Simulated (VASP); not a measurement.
# MnHg: single point with LDA

Crystal: MnHg.

```
Mn Hg
1.0
     3.31697    0.00000    0.00000
     0.00000    3.31697    0.00000
     0.00000    0.00000    3.34219
Mn Hg
1 1
Direct
  0.50000 0.50000 0.50000
  0.00000 0.00000 0.00000
```

```yaml
Program: VASP 6.6.1
Task: single point
Functional: LDA
Potentials_or_basis: VASP PAW LDA potentials, release 64 (Mn_pv, Hg)
Cutoff: 520 eV
k_mesh: 9 × 9 × 9
Occupations: gaussian, width 0.3 eV
Spin: collinear spin, ferromagnetic start
Starting_moments: "[4.0, 0.0] μB"
```

- Pressure: -10.4 GPa
- Net moment: 3.73 μB per cell
- Site moments: Mn +3.62; Hg -0.04 μB
- Valence electrons inside the program's atomic spheres: Mn 11.43; Hg 10.57

Levels at points of the mesh, in eV from the Fermi level:
Spin up:
| k point | band 11 | band 12 | band 13 | band 14 | band 15 | band 16 | band 17 | band 18 |
| --- | --- | --- | --- | --- | --- | --- | --- | --- |
| (0.00, 0.00, 0.00) | -2.46 | -1.65 | -1.65 | -1.65 | 4.81 | 5.02 | 5.02 | 8.63 |
Spin down:
| k point | band 7 | band 8 | band 9 | band 10 | band 11 | band 12 | band 13 | band 14 | band 15 | band 16 |
| --- | --- | --- | --- | --- | --- | --- | --- | --- | --- | --- |
| (0.00, 0.00, 0.00) | -6.93 | -6.93 | -6.91 | 0.20 | 0.22 | 1.40 | 1.40 | 1.41 | 5.21 | 5.43 |

It took 2.9 min on 1 thread of Intel(R) Xeon(R) Platinum 8259CL CPU @ 2.50GHz (Skylake/Cascade Lake), on a shared host, peak memory 0.22 GiB.

Caveat: the cell stands under tension; so wide a smearing shifts energies and pressures; spin-orbit coupling is left out, which moves the levels of the heavy elements.
